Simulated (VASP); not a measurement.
# CaYb2O3 (P-3m1) in VASP: notebook

Runs on CaYb2O3. Level: PBE. Tasks: single point.

Program: VASP 6.6.1. These are calculated values, not measurements. Logs are shortened: lines on timing, memory, paths and dates and some standing lists are left out, and cuts for length are marked.

### Step 1. The cell of the first run

Symmetry: P-3m1, No. 164, trigonal system. Conventional cell: a = 3.410 Å, b = 3.410 Å, c = 8.368 Å, α = 90.00°, β = 90.00°, γ = 120.00°. Ca (site symmetry -3m) has 6 O at 2.42 Å within 3.2 Å. Within 3.2 Å of Yb (site symmetry 3m) lie 6 O at 2.40 to 2.41 Å. O (site symmetry 3m) has 3 Yb at 2.40 Å and 3 Ca at 2.42 Å within 3.2 Å. O (site symmetry -3m) has 6 Yb at 2.41 Å within 3.2 Å.

### Step 2. Single point, PBE

INCAR reads:

```
SYSTEM = CaYb2O3
PREC = Accurate ; ENCUT = 520
EDIFF = 1E-7 ; ISMEAR = 0
SIGMA = 0.1 ; LREAL = .FALSE.
LASPH = .TRUE. ; NELM = 80
ALGO = Normal ; ISIF = 2
LWAVE = .FALSE. ; LCHARG = .TRUE.
GGA = PE ; LELF = .TRUE.
LVHAR = .TRUE. ; NBANDS = 47
```

KPOINTS reads:

```
regular mesh
0
G
  12 12 4
  0 0 0
```

POSCAR reads:

```
CaYb2O3
1.0
    3.4097314360      0.0000000000      0.0000000000
   -1.7048657180      2.9529140437      0.0000000000
    0.0000000000      0.0000000000      8.3679455552
Ca Yb O
1 2 3
Direct
    0.0000000000      0.0000000000      0.0000000000
    0.6666666667      0.3333333333      0.6668290398
    0.3333333333      0.6666666667      0.3331709602
    0.3333333333      0.6666666667      0.8309095953
    0.6666666667      0.3333333333      0.1690904047
    0.0000000000      0.0000000000      0.5000000000
```

Potentials or basis: VASP PAW PBE potentials, release 64 (Ca_sv, Yb, O).

Launch:

```
$ cat potpaw_PBE.64/Ca_sv/POTCAR potpaw_PBE.64/Yb/POTCAR potpaw_PBE.64/O/POTCAR > POTCAR
$ mpirun -np 1 vasp_std > vasp.out
```

OUTCAR:

```text
SYSTEM = CaYb2O3
   PREC = Accurate
   ENCUT = 520
   EDIFF = 1E-7
   ISMEAR = 0
   LREAL = .FALSE.
   LASPH = .TRUE.
   NELM = 80
   ISIF = 2
   GGA = PE

 ion  position               nearest neighbor table
   1  0.000  0.000  0.000-   4 2.42   5 2.42   5 2.42   4 2.42   5 2.42   4 2.42   2 3.41   3 3.41
                             3 3.41   2 3.41   2 3.41   3 3.41
   2  0.667  0.333  0.667-   4 2.40   4 2.40   4 2.40   6 2.41   6 2.41   6 2.41   1 3.41   1 3.41
                             1 3.41   3 3.42   3 3.42   3 3.42
   3  0.333  0.667  0.333-   5 2.40   5 2.40   5 2.40   6 2.41   6 2.41   6 2.41   1 3.41   1 3.41
                             1 3.41   2 3.42   2 3.42   2 3.42
   4  0.333  0.667  0.831-   2 2.40   2 2.40   2 2.40   1 2.42   1 2.42   1 2.42
   5  0.667  0.333  0.169-   3 2.40   3 2.40   3 2.40   1 2.42   1 2.42   1 2.42
   6  0.000  0.000  0.500-   2 2.41   3 2.41   2 2.41   3 2.41   2 2.41   3 2.41

  LATTYP: Found a hexagonal cell.
 ALAT       =     3.4097314360
 C/A-ratio  =     2.4541362604

  Lattice vectors:

 A1 = (   3.4097314360,   0.0000000000,   0.0000000000)
 A2 = (  -1.7048657180,   2.9529140437,   0.0000000000)
 A3 = (   0.0000000000,   0.0000000000,   8.3679455552)

Analysis of symmetry for initial positions (statically):
=====================================================================
 Subroutine PRICEL returns:
 Original cell was already a primitive cell.

 Routine SETGRP: Setting up the symmetry group for a
 hexagonal supercell.

 Subroutine GETGRP returns: Found 12 space group operations
 (whereof 12 operations were pure point group operations)
 out of a pool of 24 trial point group operations.

The static configuration has the point symmetry D_3d.

Analysis of symmetry for dynamics (positions and initial velocities):
=====================================================================
 Subroutine PRICEL returns:
 Original cell was already a primitive cell.

 Routine SETGRP: Setting up the symmetry group for a
 hexagonal supercell.

 Subroutine GETGRP returns: Found 12 space group operations
 (whereof 12 operations were pure point group operations)
 out of a pool of 24 trial point group operations.

The dynamic configuration has the point symmetry D_3d.

 Subroutine INISYM returns: Found 12 space group operations
 (whereof 12 operations are pure point group operations),
 and found     1 'primitive' translations

----------------------------------------------------------------------------------------

                                     Primitive cell

  volume of cell :      84.2539

  direct lattice vectors                    reciprocal lattice vectors
     3.409731436  0.000000000  0.000000000     0.293278230  0.169324265  0.000000000
    -1.704865718  2.952914044  0.000000000     0.000000000  0.338648530  0.000000000
     0.000000000  0.000000000  8.367945555     0.000000000  0.000000000  0.119503646

  length of vectors
     3.409731436  3.409731436  8.367945555     0.338648530  0.338648530  0.119503646

  position of ions in fractional coordinates (direct lattice)
     0.000000000  0.000000000  0.000000000
     0.666666667  0.333333333  0.666829040
     0.333333333  0.666666667  0.333170960
     0.333333333  0.666666667  0.830909595
     0.666666667  0.333333333  0.169090405
     0.000000000  0.000000000  0.500000000

  ion indices of the primitive-cell ions
   primitive index   ion index
                 1           1
                 2           2
                 3           3
                 4           4
                 5           5
                 6           6

----------------------------------------------------------------------------------------

 KPOINTS: regular mesh

Automatic generation of k-mesh.
 Grid dimensions read from file:
 generate k-points for:   12   12    4

 Generating k-lattice:

  Cartesian coordinates                     Fractional coordinates (reciprocal lattice)
     0.024439852  0.014110355  0.000000000     0.083333333  0.000000000  0.000000000
     0.000000000  0.028220711  0.000000000     0.000000000  0.083333333  0.000000000
     0.000000000  0.000000000  0.029875911     0.000000000  0.000000000  0.250000000

  Length of vectors
     0.028220711  0.028220711  0.029875911

  Shift w.r.t. Gamma in fractional coordinates (k-lattice)
     0.000000000  0.000000000  0.000000000

 Subroutine IBZKPT returns following result:
 ===========================================

 Found     69 irreducible k-points:

 Following reciprocal coordinates:
            Coordinates               Weight
  0.000000  0.000000  0.000000      1.000000
  0.083333  0.000000  0.000000      6.000000
  0.166667  0.000000  0.000000      6.000000
  0.250000  0.000000  0.000000      6.000000
  0.333333  0.000000  0.000000      6.000000
  0.416667 -0.000000  0.000000      6.000000
[... 16 lines left out ...]
  0.166667  0.000000  0.250000      6.000000
  0.000000  0.166667  0.250000      6.000000
 [... further k-points ...]
   k-points           NKPTS =     69   k-points in BZ     NKDIM =     69   number of bands    NBANDS=     47
   number of dos      NEDOS =    301   number of ions     NIONS =      6
   total plane-waves  NPLWV =  50176
   dimension x,y,z NGX =    28 NGY =   28 NGZ =   64
   dimension x,y,z NGXF=    56 NGYF=   56 NGZF=  128
   ions per type =               1   2   3
   NGX,Y,Z   is equivalent  to a cutoff of  13.65, 13.65, 12.71 a.u.
   NGXF,Y,Z  is equivalent  to a cutoff of  27.30, 27.30, 25.43 a.u.
 SYSTEM =  CaYb2O3
   PREC   = accura    normal or accurate (medium, high low for compatibility)
   ISTART =      0    job   : 0-new  1-cont  2-samecut
   ICHARG =      2    charge: 1-file 2-atom 10-const
   ISPIN  =      1    spin polarized calculation?
   LNONCOLLINEAR =      F non collinear calculations
   LSORBIT =      F    spin-orbit coupling
   LASPH  =      T    aspherical Exc in radial PAW
   ENCUT  =  520.0 eV  38.22 Ry    6.18 a.u.   6.34  6.34 15.56*2*pi/ulx,y,z
   NELM   =     80;   NELMIN=  2; NELMDL= -5     # of ELM steps
   EDIFF  = 0.1E-06   stopping-criterion for ELM
   LREAL  =      F    real-space projection
   EDIFFG = 0.1E-05   stopping-criterion for IOM
   NSW    =      0    number of steps for IOM
   IBRION =     -1    ionic relax: 0-MD 1-quasi-New 2-CG
   NFREE  =      0    steps in history (QN), initial steepest desc. (CG)
   ISIF   =      2    stress and relaxation
   ISYM   =      2    0-nonsym 1-usesym 2-fastsym
   POTIM  = 0.5000    time-step for ionic-motion
   TEBEG  =    0.0;   TEEND  =   0.0 temperature during run
   PSTRESS=    0.0 pullay stress
   NELECT =      76.0000    total number of electrons
   NUPDOWN=      -1.0000    fix difference up-down
   EMIN   =  10.00;   EMAX   =-10.00  energy-range for DOS
   EFERMI =   0.00;   METHOD = LEGACY
   ISMEAR =     0;   SIGMA  =   0.10  broadening in eV -4-tet -1-fermi 0-gaus
   EFERMI_NEDOS =   21; number of points for ismear=-14 and -15
   IALGO  =     38    algorithm
   IMIX   =      4    mixing-type and parameters
     AMIX     =   0.40;   BMIX     =  1.00
     AMIX_MAG =   1.60;   BMIX_MAG =  1.00
  volume/ion in A,a.u.               =      14.04        94.76
  Fermi-wavevector in a.u.,A,eV,Ry     =   1.581792  2.989154 34.042681  2.502066
  Thomas-Fermi vector in A             =   2.681814
   LORBIT       =      0    0 simple, 1 ext, 2 COOP (PROOUT), +10 PAW based schemes
   GGA     = PE    functional components
   LHFCALC =     F    Hartree Fock is set to
   AEXX    =    0.0000 exact exchange contribution
   IVDW    =     0    specifies the selected vdW correction
   LEPSILON=     F    determine dielectric tensor
   LRPA    =     F    only Hartree local field effects (RPA)
 non-spin polarized calculation
 Gauss-broadening in eV      SIGMA  =   0.10
  energy-cutoff  :      520.00
  volume of cell :       84.25
 maximum number of plane-waves:      2294
 NGX is ok and might be reduce to    28
   NGX = 13   NGY = 13   NGZ = 31

 number of electron      76.0000012 magnetization

 Free energy of the ion-electron system (eV)
  ---------------------------------------------------
  ext. energy  EPLUGINS =         0.00000000
  ---------------------------------------------------
  free energy    TOTEN  =       -41.21773246 eV

  energy without entropy =      -41.20277121  energy(sigma->0) =      -41.21025184

 E-fermi :   5.1444     XC(G=0): -11.4414

 val. band max:        5.1321770019   @ k =   0.0000   0.0000   0.0000
 cond. band min:       5.1756711300   @ k =   0.4167   0.0833   0.0000
 fundamental gap:      0.0434941281
 Fermi energy:         5.1444443835

 k-point     1 :       0.0000    0.0000    0.0000
  band No.  band energies     occupation
      1     -46.4521      2.00000
      2     -46.4234      2.00000
      3     -36.0196      2.00000
      4     -19.5549      2.00000
      5     -19.0126      2.00000
      6     -18.5981      2.00000
[... 39 lines left out ...]
     46       9.0149      0.00000
     47       9.4202      0.00000

 k-point     2 :       0.0833    0.0000    0.0000
  band No.  band energies     occupation
      1     -46.4491      2.00000
      2     -46.4213      2.00000
      3     -36.0153      2.00000
      4     -19.5289      2.00000
      5     -19.0131      2.00000
      6     -18.6494      2.00000
[... 39 lines left out ...]
     46       8.9121      0.00000
     47       9.3993      0.00000

 k-point     3 :       0.1667    0.0000    0.0000
  band No.  band energies     occupation
      1     -46.4407      2.00000
      2     -46.4155      2.00000
      3     -36.0036      2.00000
      4     -19.4596      2.00000
      5     -19.0416      2.00000
      6     -18.8267      2.00000
[... 39 lines left out ...]
     46       8.8861      0.00000
     47       9.5170      0.00000

 k-point     4 :       0.2500    0.0000    0.0000
  band No.  band energies     occupation
      1     -46.4291      2.00000
      2     -46.4078      2.00000
      3     -35.9875      2.00000
      4     -19.3929      2.00000
      5     -19.1457      2.00000
      6     -19.0181      2.00000
[... 939 lines left out ...]
     46       9.0900      0.00000
     47       9.3009      0.00000

 k-point    23 :       0.1667    0.0000    0.2500
  band No.  band energies     occupation
      1     -46.4407      2.00000
      2     -46.4155      2.00000
      3     -36.0036      2.00000
      4     -19.4722      2.00000
      5     -19.0252      2.00000
      6     -18.8248      2.00000
[... 39 lines left out ...]
     46       8.9951      0.00000
     47       9.1794      0.00000

 k-point    24 :       0.0000    0.1667    0.2500
  band No.  band energies     occupation
      1     -46.4407      2.00000
      2     -46.4155      2.00000
      3     -36.0036      2.00000
      4     -19.4731      2.00000
      5     -19.0060      2.00000
      6     -18.8440      2.00000
[... 39 lines left out ...]
     46       8.8157      0.00000
     47       9.8169      0.00000

 [... further k-points ...]
[... 5 lines left out ...]
  --------------------------------------------------------------------------------------
  -------------------------------------------------------------------------------------
  Total        0.0774691      0.0774691      0.1011885      0.0000000     -0.0000000      0.0000000
  in kB        1.4731585      1.4731585      1.9242080      0.0000000     -0.0000000      0.0000000
  external PRESSURE =       1.6235083 kB  Pullay stress =       0.0000000 kB

 VOLUME and BASIS-vectors are now :
 -----------------------------------------------------------------------------
  energy-cutoff  :      520.00
  volume of cell :       84.25
      direct lattice vectors                 reciprocal lattice vectors
     3.409731436  0.000000000  0.000000000     0.293278230  0.169324265  0.000000000
    -1.704865718  2.952914044  0.000000000     0.000000000  0.338648530  0.000000000
     0.000000000  0.000000000  8.367945555     0.000000000  0.000000000  0.119503646

 POSITION                                       TOTAL-FORCE (eV/Angst)
 -----------------------------------------------------------------------------------
      0.00000      0.00000      0.00000         0.000000      0.000000      0.000000
      1.70487      0.98430      5.57999        -0.000000      0.000000     -0.012421
     -0.00000      1.96861      2.78796         0.000000     -0.000000      0.012421
     -0.00000      1.96861      6.95301        -0.000000      0.000000     -0.034624
      1.70487      0.98430      1.41494         0.000000     -0.000000      0.034624
      0.00000      0.00000      4.18397         0.000000      0.000000      0.000000
 -----------------------------------------------------------------------------------
    total drift:                                0.000000     -0.000000      0.000000

  FREE ENERGIE OF THE ION-ELECTRON SYSTEM (eV)
  ---------------------------------------------------
  free  energy   TOTEN  =       -41.2177324634 eV

  energy  without entropy=      -41.2027712134  energy(sigma->0) =      -41.21025184
```

Wall time 25 min (1 thread of Intel Xeon Platinum 8559C (Emerald Rapids), shared host); peak memory 0.38 GiB.

What came out:

- Free energy: -41.2177 eV
- Pressure: 0.2 GPa
- Largest force: 0.035 eV/Å
- Band gap on the k mesh: zero (bands 38 and 39 overlap by 0.06 eV)

Forces in eV/Å, atoms in the order of the input:
```
Ca   0.000  0.000  0.000
Yb   0.000  0.000 -0.012
Yb   0.000  0.000  0.012
O    0.000  0.000 -0.035
O    0.000  0.000  0.035
O    0.000  0.000  0.000
```

Caveat: spin-orbit coupling is left out, which moves the levels of the heavy elements. With open d or f shells a metallic result of PBE can be an artefact of self-interaction; +U or a hybrid may open a gap.

### Step 3. Single point, PBE (14.46 Å³/atom)

This run uses another cell than the first one, of 14.46 Å³/atom.

INCAR reads:

```
SYSTEM = CaYb2O3
ALGO = Normal
EDIFF = 1E-6
ENCUT = 520
GGA = PE
ISIF = 2
ISMEAR = 0
LASPH = .TRUE.
LCHARG = .TRUE.
LELF = .TRUE.
LREAL = .FALSE.
LVHAR = .TRUE.
LWAVE = .FALSE.
NBANDS = 47
NELM = 100
PREC = Accurate
SIGMA = 0.1
```

KPOINTS reads:

```
k-points
0
G
  12 12 4
  0 0 0
```

POSCAR reads:

```
CaYb2O3
1.0
    3.4437595044      0.0000000000      0.0000000000
   -1.7218797522      2.9823832153      0.0000000000
    0.0000000000      0.0000000000      8.4494956776
Ca Yb O
1 2 3
Direct
    0.0000000000      0.0000000000      0.0000000000
    0.6666666667      0.3333333333      0.6666692271
    0.3333333333      0.6666666667      0.3333307729
    0.3333333333      0.6666666667      0.8305046873
    0.6666666667      0.3333333333      0.1694953127
    0.0000000000      0.0000000000      0.5000000000
```

Potentials or basis: VASP PAW PBE potentials, release 64 (Ca_sv, Yb, O).

Launch:

```
$ cat potpaw_PBE.64/Ca_sv/POTCAR potpaw_PBE.64/Yb/POTCAR potpaw_PBE.64/O/POTCAR > POTCAR
$ mpirun -np 1 vasp_std > vasp.out
```

Wall time 28 min (1 thread of Intel Xeon Platinum 8559C (Emerald Rapids), shared host); peak memory 0.39 GiB.

Results (log left out):

```
Free energy            : -41.1967 eV
Pressure               : -2.9 GPa
Largest force          : 0.026 eV/Å
Band gap on the k mesh : zero (bands 38 and 39 overlap by 0.06 eV)
```

Forces on the atoms (eV/Å):
```
Ca   0.000  0.000  0.000
Yb   0.000  0.000 -0.001
Yb   0.000  0.000  0.001
O    0.000  0.000 -0.026
O    0.000  0.000  0.026
O    0.000  0.000  0.000
```

Levels at points of the mesh, in eV from the Fermi level:
| k point | band 35 | band 36 | band 37 | band 38 | band 39 | band 40 | band 41 | band 42 |
| --- | --- | --- | --- | --- | --- | --- | --- | --- |
| (0.00, 0.00, 0.00) | -0.21 | -0.19 | -0.08 | -0.06 | -0.06 | 2.47 | 2.51 | 2.51 |
| (0.50, 0.00, 0.00) | -0.25 | -0.24 | -0.20 | -0.16 | -0.12 | 2.45 | 2.47 | 3.78 |
| (0.00, 0.00, 0.50) | -0.20 | -0.12 | -0.09 | -0.09 | 0.83 | 1.41 | 2.40 | 2.49 |
| (0.50, 0.00, 0.50) | -0.25 | -0.23 | -0.19 | -0.12 | 0.39 | 0.75 | 3.12 | 4.25 |

Caveat: spin-orbit coupling is left out, which moves the levels of the heavy elements.

The gap in the log of VASP goes by the Fermi energy; the results here count the filled bands.